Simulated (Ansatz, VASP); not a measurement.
**InSb3: VASP beside Ansatz**

The input INCAR:

```
  PREC = Accurate
  ENCUT = 520
  EDIFF = 1E-6
  ISMEAR = 0
  SIGMA = 0.15
  LREAL = F
  LASPH = T
  NELM = 100
  ALGO = Normal
  ISIF = 2
  LWAVE = F
  LCHARG = F
  GGA = PS
  NBANDS = 22
```

Contents of KPOINTS:

```
Automatic mesh
0
Gamma
  8 8 8
```

POSCAR

```
InSb3
1.0
    4.6338930603      0.1654961807      0.1654961807
    0.1654961807      4.6338930603      0.1654961807
    0.1654961807      0.1654961807      4.6338930603
In Sb
1 3
Direct
    0.0000000000      0.0000000000      0.0000000000
    0.5000000000      0.0000000000      0.5000000000
    0.0000000000      0.5000000000      0.5000000000
    0.5000000000      0.5000000000      0.0000000000
```

Input for Ansatz:

```yaml
crystal:
  lattice:
    - [4.6338930603, 0.1654961807, 0.1654961807]
    - [0.1654961807, 4.6338930603, 0.1654961807]
    - [0.1654961807, 0.1654961807, 4.6338930603]
  atoms:
    - { symbol: In, position: [0.0, 0.0, 0.0] }
    - { symbol: Sb, position: [0.5, 0.0, 0.5] }
    - { symbol: Sb, position: [0.0, 0.5, 0.5] }
    - { symbol: Sb, position: [0.5, 0.5, 0.0] }
basis:
  ecutwfc: 420
kpoints:
  mp_grid: { grid: [8, 8, 8] }
hamiltonian:
  xc: pbesol
  pseudopotentials: { kind: paw, azcp: { folder: soft_1 } }
scf:
  occupations: { method: gaussian, width: 0.15 }
output:
  forces: true
  stress: true
  eigenvalues: true
```

Change from the starting cell: equal engineering shear yz, xz and xy +0.0700, equal normal strain along x, y and z -0.0200.

Alike in both runs: task single point; functional PBEsol; k mesh 8 × 8 × 8; occupations gaussian, width 0.15 eV; no spin polarisation.

|  | VASP | Ansatz |
| --- | --- | --- |
| version | VASP 6.6.1 | Ansatz 0.2.0 |
| potentials or method | VASP PAW PBE potentials, release 64 (In_d, Sb), cutoff 520 eV | scalar-relativistic, plane waves, PAW |
| valence electrons in the cell | 28 | 58 |

Ansatz gave:

| Quantity | Value |
| --- | --- |
| gap on the k mesh at the Fermi level (eV) | none |
| pressure (GPa) | 5.1 |
| traceless stress, the component that is largest in VASP (GPa) | -1.86 |

Task: What did VASP give for the same quantities?

Result: gap on the k mesh at the Fermi level (eV): none; pressure (GPa): 5.1; traceless stress, the component that is largest in VASP (GPa): -1.88.

VASP's potentials were made for PBE, not for PBEsol, and Ansatz warns of the same on its side. A gap of «none» marks a metal or a gap that the smearing closes. VASP's potentials hold 28 valence electrons a cell and Ansatz's 58, so a difference there can come from the potentials and not from the codes.

Spin-orbit coupling is off throughout.
